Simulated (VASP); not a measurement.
# TiO2 (P4_2/mnm) in VASP: notebook

The runs below take TiO2 through single point, relaxation of cell and atoms, with LDA.

Everything below comes from runs of VASP 6.6.1. Logs are shortened: lines on timing, memory, paths and dates and some standing lists are left out, and cuts for length are marked.

## Step 1: The cell of the first run

It takes space group P4_2/mnm (No. 136, tetragonal). Conventional cell: a = 4.548 Å, b = 4.548 Å, c = 2.917 Å, α = 90.00°, β = 90.00°, γ = 90.00°. Ti (site symmetry mmm) has 6 O at 1.93 to 1.96 Å within 2.6 Å. O (site symmetry m2m) has 3 Ti at 1.93 to 1.96 Å and 1 O at 2.52 Å within 2.6 Å.

## Step 2: Single point, LDA

Contents of INCAR:

```
PREC = Accurate
ENCUT = 600
EDIFF = 1E-6
ISMEAR = 0
SIGMA = 0.02
LREAL = False
LASPH = True
NELM = 120
ALGO = Normal
ISIF = 2
LWAVE = False
LCHARG = False
GGA = CA
NBANDS = 33
GGA_COMPAT = False
```

Contents of KPOINTS:

```
Automatic mesh
0
Gamma
  6 6 8
```

Contents of POSCAR:

```
TiO2
1.0
    4.5481467402      0.0000000000      0.0000000000
    0.0000000000      4.5481467402      0.0000000000
    0.0000000000      0.0000000000      2.9171671159
Ti O
2 4
Direct
    0.0000000000      0.0000000000      0.0000000000
    0.5000000000      0.5000000000      0.5000000000
    0.3039665756      0.3039665756      0.0000000000
   -0.3039665756     -0.3039665756      0.0000000000
    0.8039665756      0.1960334244      0.5000000000
    0.1960334244      0.8039665756      0.5000000000
```

Potentials or basis: VASP PAW LDA potentials, release 64 (Ti_sv, O).

Launch:

```
> cat potpaw_LDA.64/Ti_sv/POTCAR potpaw_LDA.64/O/POTCAR > POTCAR
> mpirun -np 1 vasp_std > vasp.out
```

OUTCAR:

```text
PREC = Accurate
   ENCUT = 600
   EDIFF = 1E-6
   ISMEAR = 0
   LREAL = False
   LASPH = True
   NELM = 120
   ISIF = 2
   GGA = CA

 ion  position               nearest neighbor table
   1  0.000  0.000  0.000-   5 1.93   6 1.93   5 1.93   6 1.93   3 1.96   4 1.96
   2  0.500  0.500  0.500-   3 1.93   4 1.93   3 1.93   4 1.93   5 1.96   6 1.96
   3  0.304  0.304  0.000-   2 1.93   2 1.93   1 1.96
   4  0.696  0.696  0.000-   2 1.93   2 1.93   1 1.96
   5  0.804  0.196  0.500-   1 1.93   1 1.93   2 1.96
   6  0.196  0.804  0.500-   1 1.93   1 1.93   2 1.96

  LATTYP: Found a simple tetragonal cell.
 ALAT       =     4.5481467402
 C/A-ratio  =     0.6413968771

  Lattice vectors:

 A1 = (   4.5481467402,   0.0000000000,   0.0000000000)
 A2 = (   0.0000000000,   4.5481467402,   0.0000000000)
 A3 = (   0.0000000000,   0.0000000000,   2.9171671159)

Analysis of symmetry for initial positions (statically):
=====================================================================
 Subroutine PRICEL returns:
 Original cell was already a primitive cell.

 Routine SETGRP: Setting up the symmetry group for a
 simple tetragonal supercell.

 Subroutine GETGRP returns: Found 16 space group operations
 (whereof  8 operations were pure point group operations)
 out of a pool of 16 trial point group operations.

The static configuration has the point symmetry D_2h.
 The point group associated with its full space group is D_4h.

Analysis of symmetry for dynamics (positions and initial velocities):
=====================================================================
 Subroutine PRICEL returns:
 Original cell was already a primitive cell.

 Routine SETGRP: Setting up the symmetry group for a
 simple tetragonal supercell.

 Subroutine GETGRP returns: Found 16 space group operations
 (whereof  8 operations were pure point group operations)
 out of a pool of 16 trial point group operations.

The dynamic configuration has the point symmetry D_2h.
 The point group associated with its full space group is D_4h.

 Subroutine INISYM returns: Found 16 space group operations
 (whereof  8 operations are pure point group operations),
 and found     1 'primitive' translations

----------------------------------------------------------------------------------------

                                     Primitive cell

  volume of cell :      60.3435

  direct lattice vectors                    reciprocal lattice vectors
     4.548146740  0.000000000  0.000000000     0.219869775  0.000000000  0.000000000
     0.000000000  4.548146740  0.000000000     0.000000000  0.219869775  0.000000000
     0.000000000  0.000000000  2.917167116     0.000000000  0.000000000  0.342798325

  length of vectors
     4.548146740  4.548146740  2.917167116     0.219869775  0.219869775  0.342798325

  position of ions in fractional coordinates (direct lattice)
     0.000000000  0.000000000  0.000000000
     0.500000000  0.500000000  0.500000000
     0.303966576  0.303966576  0.000000000
     0.696033424  0.696033424  0.000000000
     0.803966576  0.196033424  0.500000000
     0.196033424  0.803966576  0.500000000

  ion indices of the primitive-cell ions
   primitive index   ion index
                 1           1
                 2           2
                 3           3
                 4           4
                 5           5
                 6           6

----------------------------------------------------------------------------------------

 KPOINTS: Automatic mesh

Automatic generation of k-mesh.
 Grid dimensions read from file:
 generate k-points for:    6    6    8

 Generating k-lattice:

  Cartesian coordinates                     Fractional coordinates (reciprocal lattice)
     0.036644962  0.000000000  0.000000000     0.166666667  0.000000000  0.000000000
     0.000000000  0.036644962  0.000000000     0.000000000  0.166666667  0.000000000
     0.000000000  0.000000000  0.042849791     0.000000000  0.000000000  0.125000000

  Length of vectors
     0.036644962  0.036644962  0.042849791

  Shift w.r.t. Gamma in fractional coordinates (k-lattice)
     0.000000000  0.000000000  0.000000000

 Subroutine IBZKPT returns following result:
 ===========================================

 Found     50 irreducible k-points:

 Following reciprocal coordinates:
            Coordinates               Weight
  0.000000  0.000000  0.000000      1.000000
  0.166667  0.000000  0.000000      4.000000
  0.333333  0.000000  0.000000      4.000000
  0.500000  0.000000  0.000000      2.000000
  0.166667  0.166667  0.000000      4.000000
  0.333333  0.166667  0.000000      8.000000
[... 16 lines left out ...]
  0.333333  0.000000  0.250000      8.000000
  0.500000  0.000000  0.250000      4.000000
 [... further k-points ...]
   k-points           NKPTS =     50   k-points in BZ     NKDIM =     50   number of bands    NBANDS=     33
   number of dos      NEDOS =    301   number of ions     NIONS =      6
   total plane-waves  NPLWV =  31104
   dimension x,y,z NGX =    36 NGY =   36 NGZ =   24
   dimension x,y,z NGXF=    72 NGYF=   72 NGZF=   48
   ions per type =               2   4
   NGX,Y,Z   is equivalent  to a cutoff of  13.16, 13.16, 13.68 a.u.
   NGXF,Y,Z  is equivalent  to a cutoff of  26.32, 26.32, 27.35 a.u.
 SYSTEM =  unknown system
   PREC   = accura    normal or accurate (medium, high low for compatibility)
   ISTART =      0    job   : 0-new  1-cont  2-samecut
   ICHARG =      2    charge: 1-file 2-atom 10-const
   ISPIN  =      1    spin polarized calculation?
   LNONCOLLINEAR =      F non collinear calculations
   LSORBIT =      F    spin-orbit coupling
   LASPH  =      T    aspherical Exc in radial PAW
   ENCUT  =  600.0 eV  44.10 Ry    6.64 a.u.   9.08  9.08  5.83*2*pi/ulx,y,z
   NELM   =    120;   NELMIN=  2; NELMDL= -5     # of ELM steps
   EDIFF  = 0.1E-05   stopping-criterion for ELM
   LREAL  =      F    real-space projection
   EDIFFG = 0.1E-04   stopping-criterion for IOM
   NSW    =      0    number of steps for IOM
   IBRION =     -1    ionic relax: 0-MD 1-quasi-New 2-CG
   NFREE  =      0    steps in history (QN), initial steepest desc. (CG)
   ISIF   =      2    stress and relaxation
   ISYM   =      2    0-nonsym 1-usesym 2-fastsym
   POTIM  = 0.5000    time-step for ionic-motion
   TEBEG  =    0.0;   TEEND  =   0.0 temperature during run
   PSTRESS=    0.0 pullay stress
   NELECT =      48.0000    total number of electrons
   NUPDOWN=      -1.0000    fix difference up-down
   EMIN   =  10.00;   EMAX   =-10.00  energy-range for DOS
   EFERMI =   0.00;   METHOD = LEGACY
   ISMEAR =     0;   SIGMA  =   0.02  broadening in eV -4-tet -1-fermi 0-gaus
   EFERMI_NEDOS =   21; number of points for ismear=-14 and -15
   IALGO  =     38    algorithm
   IMIX   =      4    mixing-type and parameters
     AMIX     =   0.40;   BMIX     =  1.00
     AMIX_MAG =   1.60;   BMIX_MAG =  1.00
  volume/ion in A,a.u.               =      10.06        67.87
  Fermi-wavevector in a.u.,A,eV,Ry     =   1.516859  2.866448 31.305110  2.300861
  Thomas-Fermi vector in A             =   2.626192
   LORBIT       =      0    0 simple, 1 ext, 2 COOP (PROOUT), +10 PAW based schemes
   GGA     = CA    functional components
   LHFCALC =     F    Hartree Fock is set to
   AEXX    =    0.0000 exact exchange contribution
   IVDW    =     0    specifies the selected vdW correction
   LEPSILON=     F    determine dielectric tensor
   LRPA    =     F    only Hartree local field effects (RPA)
 non-spin polarized calculation
 Gauss-broadening in eV      SIGMA  =   0.02
  energy-cutoff  :      600.00
  volume of cell :       60.34
 maximum number of plane-waves:      2040
   NGX = 19   NGY = 19   NGZ = 11

 number of electron      48.0000006 magnetization

 Free energy of the ion-electron system (eV)
  ---------------------------------------------------
  ext. energy  EPLUGINS =         0.00000000
  ---------------------------------------------------
  free energy    TOTEN  =       -58.78691428 eV

  energy without entropy =      -58.78691428  energy(sigma->0) =      -58.78691428

 E-fermi :   5.1122     XC(G=0): -12.1721

 val. band max:        4.9172151239   @ k =   0.0000   0.0000   0.0000
 cond. band min:       6.7475826923   @ k =   0.0000   0.0000   0.0000
 fundamental gap:      1.8303675684
 Fermi energy:         5.1121562908

 k-point     1 :       0.0000    0.0000    0.0000
  band No.  band energies     occupation
      1     -51.1596      2.00000
      2     -51.1375      2.00000
      3     -27.9064      2.00000
      4     -27.9064      2.00000
      5     -27.7102      2.00000
      6     -27.7102      2.00000
[... 25 lines left out ...]
     32      11.8173      0.00000
     33      11.8174      0.00000

 k-point     2 :       0.1667    0.0000    0.0000
  band No.  band energies     occupation
      1     -51.1581      2.00000
      2     -51.1389      2.00000
      3     -27.8955      2.00000
      4     -27.8943      2.00000
      5     -27.7236      2.00000
      6     -27.7224      2.00000
[... 25 lines left out ...]
     32      11.7145      0.00000
     33      11.7364      0.00000

 k-point     3 :       0.3333    0.0000    0.0000
  band No.  band energies     occupation
      1     -51.1540      2.00000
      2     -51.1430      2.00000
      3     -27.8660      2.00000
      4     -27.8629      2.00000
      5     -27.7581      2.00000
      6     -27.7548      2.00000
[... 25 lines left out ...]
     32      11.5085      0.00000
     33      11.5509      0.00000

 k-point     4 :       0.5000    0.0000    0.0000
  band No.  band energies     occupation
      1     -51.1485      2.00000
      2     -51.1485      2.00000
      3     -27.8374      2.00000
      4     -27.8374      2.00000
      5     -27.7849      2.00000
      6     -27.7849      2.00000
[... 673 lines left out ...]
     32      10.9351      0.00000
     33      11.2592      0.00000

 k-point    23 :       0.3333    0.0000    0.2500
  band No.  band energies     occupation
      1     -51.1266      2.00000
      2     -51.1188      2.00000
      3     -27.9458      2.00000
      4     -27.9305      2.00000
      5     -27.7980      2.00000
      6     -27.7897      2.00000
[... 25 lines left out ...]
     32      10.4885      0.00000
     33      11.4154      0.00000

 k-point    24 :       0.5000    0.0000    0.2500
  band No.  band energies     occupation
      1     -51.1227      2.00000
      2     -51.1227      2.00000
      3     -27.9422      2.00000
      4     -27.9422      2.00000
      5     -27.7713      2.00000
      6     -27.7713      2.00000
[... 25 lines left out ...]
     32      10.3326      0.00000
     33      11.8548      0.00000

 [... further k-points ...]
[... 5 lines left out ...]
  --------------------------------------------------------------------------------------
  -------------------------------------------------------------------------------------
  Total        0.3036928      0.3036928      0.4799147      0.0000000      0.0000000      0.0000000
  in kB        8.0633364      8.0633364     12.7421980      0.0000000      0.0000000      0.0000000
  external PRESSURE =       9.6229569 kB  Pullay stress =       0.0000000 kB

 VOLUME and BASIS-vectors are now :
 -----------------------------------------------------------------------------
  energy-cutoff  :      600.00
  volume of cell :       60.34
      direct lattice vectors                 reciprocal lattice vectors
     4.548146740  0.000000000  0.000000000     0.219869775  0.000000000  0.000000000
     0.000000000  4.548146740  0.000000000     0.000000000  0.219869775  0.000000000
     0.000000000  0.000000000  2.917167116     0.000000000  0.000000000  0.342798325

 POSITION                                       TOTAL-FORCE (eV/Angst)
 -----------------------------------------------------------------------------------
      0.00000      0.00000      0.00000        -0.000000      0.000000     -0.000000
      2.27407      2.27407      1.45858        -0.000000      0.000000     -0.000000
      1.38248      1.38248      0.00000        -0.025334     -0.025334      0.000000
      3.16566      3.16566      0.00000         0.025334      0.025334     -0.000000
      3.65656      0.89159      1.45858        -0.025334      0.025334     -0.000000
      0.89159      3.65656      1.45858         0.025334     -0.025334     -0.000000
 -----------------------------------------------------------------------------------
    total drift:                                0.000000      0.000000      0.000000

  FREE ENERGIE OF THE ION-ELECTRON SYSTEM (eV)
  ---------------------------------------------------
  free  energy   TOTEN  =       -58.7869142785 eV

  energy  without entropy=      -58.7869142785  energy(sigma->0) =      -58.78691428
```

Run time: 76 s. Hardware: 1 thread of Intel Xeon Platinum 8488C (Sapphire Rapids), shared host; peak memory 0.22 GiB.

What came out:

```yaml
Free_energy: -58.7869 eV
Pressure: 1.0 GPa
Largest_force: 0.036 eV/Å
Band_gap_on_the_k_mesh: 1.83 eV, direct
```

Forces in eV/Å, atoms in the order of the input:
```
Ti   0.000  0.000  0.000
Ti   0.000  0.000  0.000
O   -0.025 -0.025  0.000
O    0.025  0.025  0.000
O   -0.025  0.025  0.000
O    0.025 -0.025  0.000
```

Stress tensor (GPa, compression positive):
```
0.81 0.00 0.00
0.00 0.81 0.00
0.00 0.00 1.27
```

## Step 3: Relaxation of cell and atoms, LDA

This run uses another cell than the first one, of 10.44 Å³/atom, 1.038 times its volume.

Contents of INCAR:

```
  PREC = Accurate
  ENCUT = 600
  EDIFF = 1E-7
  ISMEAR = 0
  SIGMA = 0.02
  LREAL = F
  LASPH = T
  NELM = 120
  ALGO = Normal
  ISIF = 3
  LWAVE = F
  LCHARG = F
  GGA = CA
  IBRION = 2
  NSW = 80
  EDIFFG = -0.01
  GGA_COMPAT = F
  NELMIN = 4
```

KPOINTS is that of step 2.

Contents of POSCAR:

```
TiO2
1.0
    4.6000000000      0.0000000000      0.0000000000
    0.0000000000      4.6000000000      0.0000000000
    0.0000000000      0.0000000000      2.9600000000
Ti O
2 4
Direct
    0.0000000000      0.0000000000      0.0000000000
    0.5000000000      0.5000000000      0.5000000000
    0.3050000000      0.3050000000      0.0000000000
   -0.3050000000     -0.3050000000      0.0000000000
    0.8050000000      0.1950000000      0.5000000000
    0.1950000000      0.8050000000      0.5000000000
```

Potentials or basis: VASP PAW LDA potentials, release 64 (Ti_sv, O).

Launch:

```
> cat potpaw_LDA.64/Ti_sv/POTCAR potpaw_LDA.64/O/POTCAR > POTCAR
> mpirun -np 1 vasp_std > vasp.out
```

Run time: 7.2 min. Hardware: 1 thread of Intel Xeon Platinum 8488C (Sapphire Rapids), shared host; peak memory 0.23 GiB.

The run converged. Its results:

* Free energy: -58.7948 eV
* Relaxed volume: 10.09 Å³/atom
* Relaxed cell: a = 4.552 Å, b = 4.552 Å, c = 2.921 Å, α = 90.00°, β = 90.00°, γ = 90.00°
* Space group after relaxing (to 0.05 Å): P4_2/mnm (No. 136)
* Energy gained by relaxing: 9.1 meV/atom
* Ionic steps: 6
* Pressure after relaxing: 0.1 GPa
* Band gap on the k mesh: 1.82 eV, direct

Stress tensor (GPa, compression positive):
```
0.04 0.00 0.00
0.00 0.04 0.00
0.00 0.00 0.12
```

Step by step:
| step | energy change (eV) | largest force (eV/Å) | pressure (GPa) | volume (Å³) |
| --- | --- | --- | --- | --- |
| 1 | 0.0000 | 0.0147 | -7.97 | 62.63 |
| 2 | 0.0539 | 0.4570 | 12.94 | 58.04 |
| 3 | -0.0518 | 0.1611 | -0.15 | 60.69 |
| 4 | -0.0518 | 0.1649 | 0.01 | 60.65 |
| 5 | -0.0544 | 0.0169 | 0.08 | 60.54 |
| 6 | -0.0544 | 0.0020 | 0.07 | 60.52 |

Final structure:
```xyz
6
Lattice="4.5518 0.0000 0.0000 0.0000 4.5518 0.0000 0.0000 0.0000 2.9212" Properties=species:S:1:pos:R:3 pbc="T T T"
Ti    0.0000    0.0000    0.0000
Ti    2.2759    2.2759    1.4606
O     1.3830    1.3830    0.0000
O     3.1687    3.1687    0.0000
O     3.6589    0.8929    1.4606
O     0.8929    3.6589    1.4606
```

Levels at points of the mesh, in eV from the valence-band top:
| k point | band 22 | band 23 | band 24 | band 25 | band 26 | band 27 |
| --- | --- | --- | --- | --- | --- | --- |
| (0.00, 0.00, 0.00) | -0.48 | -0.48 | 0.00 | 1.82 | 2.10 | 2.40 |
| (0.50, 0.00, 0.00) | -1.69 | -0.79 | -0.79 | 2.53 | 2.53 | 3.09 |
| (0.50, 0.50, 0.00) | -1.32 | -1.11 | -1.11 | 1.86 | 1.86 | 2.54 |
| (0.00, 0.00, 0.50) | -2.57 | -1.47 | -1.47 | 3.04 | 3.04 | 3.27 |
| (0.50, 0.00, 0.50) | -2.15 | -1.10 | -1.10 | 1.86 | 1.86 | 3.29 |
| (0.50, 0.50, 0.50) | -1.39 | -0.68 | -0.68 | 2.61 | 2.61 | 3.24 |

A k mesh can miss the band edges. A hybrid or GW would open this gap; LDA tends to underestimate it.
